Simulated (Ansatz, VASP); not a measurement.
**SiC in VASP and in Ansatz**

Contents of INCAR:

```
  ALGO = Normal
  EDIFF = 1E-6
  EDIFFG = -0.01
  ENCUT = 520
  IBRION = 2
  ISIF = 2
  ISMEAR = 0
  LASPH = True
  LCHARG = False
  LREAL = False
  LWAVE = False
  NELM = 60
  NSW = 50
  PREC = Accurate
  SIGMA = 0.05
```

KPOINTS

```
k-points
0
Gamma
  12 12 6
```

POSCAR

```
SiC
1.0
    2.9224545869      0.0000000000      0.0000000000
   -1.4612272935      2.5309199136      0.0000000000
    0.0000000000      0.0000000000      4.6081263926
Si C
2 2
Direct
    0.3333333333      0.6666666667      0.0046041256
    0.6666666667      0.3333333333      0.5046041256
    0.3333333333      0.6666666667      0.3803958744
    0.6666666667      0.3333333333      0.8803958744
```

Input for Ansatz:

```yaml
crystal:
  lattice:
    - [2.9224545869, 0.0, 0.0]
    - [-1.4612272935, 2.5309199136, 0.0]
    - [0.0, 0.0, 4.6081263926]
  atoms:
    - { symbol: Si, position: [0.3333333333, 0.6666666667, 0.0046041256] }
    - { symbol: Si, position: [0.6666666667, 0.3333333333, 0.5046041256] }
    - { symbol: C, position: [0.3333333333, 0.6666666667, 0.3803958744] }
    - { symbol: C, position: [0.6666666667, 0.3333333333, 0.8803958744] }
basis:
  ecutwfc: 520.0
kpoints:
  mp_grid: { grid: [12, 12, 6] }
hamiltonian:
  xc: lda
  pseudopotentials: { kind: paw, azcp: { folder: soft_1 } }
scf:
  occupations: { method: gaussian, width: 0.05 }
output:
  forces: true
  stress: true
  eigenvalues: true
relax:
  adjacent_minimum: "off"
  f_tol: 0.01
  max_steps: 30
```

Alike in both runs: task relaxation of the atoms; functional LDA; k mesh 12 × 12 × 6; occupations gaussian, width 0.05 eV; no spin polarisation.

|  | VASP | Ansatz |
| --- | --- | --- |
| version | VASP 6.6.1 | Ansatz 0.2.0 |
| potentials or method | VASP PAW LDA potentials, release 64 (Si, C), cutoff 520 eV | scalar-relativistic, plane waves, PAW |
| valence electrons in the cell | 16 | 16 |

|  | VASP | Ansatz | Ansatz less VASP |
| --- | --- | --- | --- |
| gap on the k mesh at the Fermi level, each at its own relaxed structure (eV) | 1.74 | 1.76 | +0.017 |

Ansatz warns that its potentials were made for another functional, while VASP's fit it. LDA's correlation is that of Perdew and Zunger in VASP and of Perdew and Wang (1992) in Ansatz. Ansatz's warnings: stress scf threshold loose.
